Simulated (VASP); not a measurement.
Input of a VASP 6.6.1 run:

File INCAR:

```
PREC = Accurate
ENCUT = 520
EDIFF = 1E-8
ISMEAR = -1
SIGMA = 0.05
LREAL = F
LASPH = T
NELM = 100
ALGO = Normal
ISIF = 2
LWAVE = F
LCHARG = F
GGA = PE
LEFG = T
NBANDS = 56
```

The input KPOINTS:

```
Automatic mesh
0
Gamma
  6 6 6
```

Contents of POSCAR:

```
SiMo3
1.0
    4.8890000000      0.0000000000      0.0000000000
    0.0000000000      4.8890000000      0.0000000000
    0.0000000000      0.0000000000      4.8890000000
Si Mo
2 6
Direct
    0.0000000000      0.0000000000      0.0000000000
    0.5000000000      0.5000000000      0.5000000000
    0.2500000000      0.0000000000      0.5000000000
    0.5000000000      0.7500000000      0.0000000000
    0.7500000000      0.0000000000      0.5000000000
    0.5000000000      0.2500000000      0.0000000000
    0.0000000000      0.5000000000      0.7500000000
    0.0000000000      0.5000000000      0.2500000000
```

Potentials or basis: VASP PAW PBE potentials, release 64 (Si, Mo_sv).

Run with:

```bash
$ cat potpaw_PBE.64/Si/POTCAR potpaw_PBE.64/Mo_sv/POTCAR > POTCAR
$ mpirun -np 1 vasp_std > vasp.out
```

Problem. Predict the band gap on the k mesh.

Solution. Zero (band 46 reaches 14.01 eV, above the bottom of band 47 at 11.57 eV).

Problem. Predict the pressure.

Solution. 3.2 GPa.

Electric field gradients, principal values (V/Å²):
| atom | least | middle | greatest (by size) |
| --- | --- | --- | --- |
| 1 Si | 0.000 | 0.000 | 0.000 |
| 2 Si | 0.000 | 0.000 | 0.000 |
| 3 Mo | -18.049 | -18.049 | 36.099 |
| 4 Mo | -18.049 | -18.049 | 36.099 |
| 5 Mo | -18.049 | -18.049 | 36.099 |
| 6 Mo | -18.049 | -18.049 | 36.099 |
| 7 Mo | -18.049 | -18.049 | 36.099 |
| 8 Mo | -18.049 | -18.049 | 36.099 |

Caveat: without QUAD_EFG the Cq values of the log hold for a quadrupole moment of 1 mb, not for the nuclei.
